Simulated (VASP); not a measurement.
Input of a VASP 6.6.1 run:

INCAR

```
SYSTEM = Ru
PREC     = Accurate       ! precision mode
ENCUT    = 520            ! plane-wave cutoff, eV
EDIFF    = 1E-6           ! SCF threshold, eV
ISMEAR   = -1             ! smearing method
SIGMA    = 0.3            ! smearing width, eV
LREAL    = .FALSE.        ! projectors in reciprocal space
LASPH    = .TRUE.         ! aspherical terms in the spheres
NELM     = 100            ! most SCF steps
ALGO     = Normal         ! electronic algorithm
ISIF     = 2              ! what is computed and relaxed
LWAVE    = .FALSE.        ! write WAVECAR
LCHARG   = .FALSE.        ! write CHGCAR
NBANDS   = 21             ! bands
```

KPOINTS

```
Automatic mesh
0
G
  13 13 8
  0 0 0
```

File POSCAR:

```
Ru
1.0
    2.6775346364      0.0000000000      0.0000000000
   -1.3387673182      2.3188130146      0.0000000000
    0.0000000000      0.0000000000      4.2181251212
Ru
2
Direct
    0.3333333333      0.6666666667      0.2500000000
    0.6666666667      0.3333333333      0.7500000000
```

Potentials or basis: VASP PAW LDA potentials, release 64 (Ru_pv).

Launch:

```sh
$ cat potpaw_LDA.64/Ru_pv/POTCAR > POTCAR
$ mpirun -np 1 vasp_std > vasp.out
```

**Question.** What does it give for the pressure?

**Answer.** 3.3 GPa.

**Question.** Predict the band gap on the k mesh.

**Answer.** Zero (bands 14 and 15 overlap by 3.29 eV).

Stress tensor (GPa, compression positive):
```
2.59 0.00 0.00
0.00 2.59 0.00
0.00 0.00 4.57
```

Caveat: the cell stands under pressure; so wide a smearing shifts energies and pressures.
